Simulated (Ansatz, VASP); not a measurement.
# One calculation of Bi3Ir, two programs

Contents of INCAR:

```
PREC = Accurate ; ENCUT = 600
EDIFF = 1E-7 ; ISMEAR = 0
SIGMA = 0.1 ; LREAL = F
LASPH = T ; NELM = 100
ALGO = Fast ; ISIF = 3
LWAVE = F ; LCHARG = F
GGA = PE ; IBRION = 2
NSW = 100 ; EDIFFG = -0.01
```

KPOINTS

```
Automatic mesh
0
Gamma
  10 10 10
```

Contents of POSCAR:

```
Bi3Ir
1.0
    4.6922040376      0.0000000000      0.0000000000
    0.0000000000      4.6922040376      0.0000000000
    0.0000000000      0.0000000000      4.6922040376
Bi Ir
3 1
Direct
    0.0000000000      0.5000000000      0.5000000000
    0.5000000000      0.0000000000      0.5000000000
    0.5000000000      0.5000000000      0.0000000000
    0.0000000000      0.0000000000      0.0000000000
```

Input for Ansatz:

```yaml
crystal:
  lattice:
    - [4.6922040376, 0.0, 0.0]
    - [0.0, 4.6922040376, 0.0]
    - [0.0, 0.0, 4.6922040376]
  atoms:
    - { symbol: Bi, position: [0.0, 0.5, 0.5] }
    - { symbol: Bi, position: [0.5, 0.0, 0.5] }
    - { symbol: Bi, position: [0.5, 0.5, 0.0] }
    - { symbol: Ir, position: [0.0, 0.0, 0.0] }
basis:
  ecutwfc: 420
kpoints:
  mp_grid: { grid: [10, 10, 10] }
hamiltonian:
  xc: pbe
scf:
  occupations: { method: gaussian, width: 0.1 }
output:
  forces: true
  stress: true
  eigenvalues: true
relax:
  adjacent_minimum: "off"
  f_tol: 0.01
  max_steps: 80
  cell: { stress_tol: 0.05 }
```

Alike in both runs: task relaxation of cell and atoms; functional PBE; k mesh 10 × 10 × 10; occupations gaussian, width 0.1 eV; no spin polarisation.

|  | VASP | Ansatz |
| --- | --- | --- |
| version | VASP 6.6.1 | Ansatz 0.2.0 |
| potentials or method | VASP PAW PBE potentials, release 64 (Bi_d, Ir), cutoff 600 eV | scalar-relativistic, plane waves, PAW |
| valence electrons in the cell | 54 | 62 |

|  | VASP | Ansatz | Ansatz less VASP |
| --- | --- | --- | --- |
| gap on the k mesh at the Fermi level, each at its own relaxed structure (eV) | none | none | - |
| relaxed volume (Å³/atom) | 25.70 | 25.70 | +0.004 |
| relaxed cell length with the largest relative difference (Å) | 4.684 | 4.685 | +0.0003 |

A gap of «none» marks a metal or a gap that the smearing closes. VASP's potentials hold 54 valence electrons a cell and Ansatz's 62, so a difference there can come from the potentials and not from the codes.

Spin-orbit coupling is off throughout.
